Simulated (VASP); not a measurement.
A run of VASP 6.6.1:

The input POSCAR:

```
MgO
1.0
    0.0000000000      2.1021666359      2.1021666359
    2.1021666359      0.0000000000      2.1021666359
    2.1021666359      2.1021666359      0.0000000000
Mg O
1 1
Direct
    0.0000000000      0.0000000000      0.0000000000
    0.5000000000      0.5000000000      0.5000000000
```

Contents of INCAR.step1:

```
PREC = Accurate
ENCUT = 600
ISMEAR = 0
SIGMA = 0.01
LREAL = F
LASPH = T
NELM = 100
GGA = PE
ALGO = Normal
EDIFF = 1E-4
LWAVE = T
LCHARG = F
```

The input INCAR.step2:

```
PREC = Accurate
ENCUT = 600
EDIFF = 1E-7
ISMEAR = 0
SIGMA = 0.01
LREAL = F
LASPH = T
NELM = 100
ALGO = Normal
ISIF = 3
LWAVE = F
LCHARG = F
METAGGA = R2SCAN
LMIXTAU = T
IBRION = 2
NSW = 100
EDIFFG = -0.002
PSTRESS = 150.0
ISTART = 1
```

File KPOINTS:

```
regular mesh
0
Gamma
  10 10 10
```

Potentials or basis: VASP PAW PBE potentials, release 64 (Mg, O).

Launch:

```bash
$ cat potpaw_PBE.64/Mg/POTCAR potpaw_PBE.64/O/POTCAR > POTCAR
$ cp INCAR.step1 INCAR
$ mpirun -np 1 vasp_std > vasp.out
$ cp INCAR.step2 INCAR
$ mpirun -np 1 vasp_std > vasp.out
```

Hardware: 1 thread of Intel(R) Xeon(R) Platinum 8488C (Sapphire Rapids), with other jobs on the host.

How long does it take, and how much memory?

It took 2.1 min on 1 thread of Intel(R) Xeon(R) Platinum 8488C (Sapphire Rapids) (shared host), peak memory 0.16 GiB. Counts: k points 47, ion steps 6.
